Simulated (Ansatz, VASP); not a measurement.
# HfZrP4 in VASP and in Ansatz

INCAR

```
  PREC = Accurate
  ENCUT = 600
  EDIFF = 1E-6
  ISMEAR = 0
  SIGMA = 0.1
  LREAL = F
  LASPH = T
  NELM = 80
  ALGO = Normal
  ISIF = 3
  LWAVE = F
  LCHARG = F
  GGA = PE
  IBRION = 2
  NSW = 90
  EDIFFG = -0.04
```

The input KPOINTS:

```
regular mesh
0
Gamma
  4 4 4
```

File POSCAR:

```
HfZrP4
1.0
    0.0000000000      3.9319819100      3.9319819100
    3.9319819100      0.0000000000      3.9319819100
    3.9319819100      3.9319819100      0.0000000000
Zr Hf P
1 1 4
Direct
    0.7500000000      0.7500000000      0.7500000000
    0.0000000000      0.0000000000      0.0000000000
    0.8749097000      0.3750301000      0.3750301000
    0.3750301000      0.3750301000      0.3750301000
    0.3750301000      0.8749097000      0.3750301000
    0.3750301000      0.3750301000      0.8749097000
```

Input for Ansatz:

```yaml
crystal:
  lattice:
    - [0.0, 3.93198191, 3.93198191]
    - [3.93198191, 0.0, 3.93198191]
    - [3.93198191, 3.93198191, 0.0]
  atoms:
    - { symbol: Zr, position: [0.75, 0.75, 0.75] }
    - { symbol: Hf, position: [0.0, 0.0, 0.0] }
    - { symbol: P, position: [0.8749097, 0.3750301, 0.3750301] }
    - { symbol: P, position: [0.3750301, 0.3750301, 0.3750301] }
    - { symbol: P, position: [0.3750301, 0.8749097, 0.3750301] }
    - { symbol: P, position: [0.3750301, 0.3750301, 0.8749097] }
basis:
  ecutwfc: 420
kpoints:
  mp_grid: { grid: [4, 4, 4] }
hamiltonian:
  xc: pbe
scf:
  occupations: { method: gaussian, width: 0.1 }
  lower_state_search: "off"
output:
  forces: true
  stress: true
  eigenvalues: true
relax:
  adjacent_minimum: "off"
  f_tol: 0.04
  max_steps: 70
  cell: { stress_tol: 0.4 }
```

Change from the starting cell: species swapped into the HfZrW4 type (F-43m, No. 216).

Alike in both runs: task relaxation of cell and atoms; functional PBE; k mesh 4 × 4 × 4; occupations gaussian, width 0.1 eV; no spin polarisation.

|  | VASP | Ansatz |
| --- | --- | --- |
| version | VASP 6.6.1 | Ansatz 0.2.0 |
| potentials or method | VASP PAW PBE potentials, release 64 (Zr_sv, Hf_pv, P), cutoff 600 eV | scalar-relativistic, plane waves, PAW |
| valence electrons in the cell | 42 | 58 |

|  | VASP | Ansatz | Ansatz less VASP |
| --- | --- | --- | --- |
| gap on the k mesh at the Fermi level, each at its own relaxed structure (eV) | none | none | - |
| relaxed volume (Å³/atom) | 15.98 | 16.04 | +0.060 |
| relaxed length of the cell vector where the two differ most in proportion (Å) | 5.138 | 5.144 | +0.0065 |

A gap of «none» marks a metal or a gap that the smearing closes. VASP's potentials hold 42 valence electrons a cell and Ansatz's 58, so a difference there can come from the potentials and not from the codes.

Spin-orbit coupling is off throughout. Noted on VASP's run: the volume moved by over 15 % at a fixed basis, so the end points are rough.
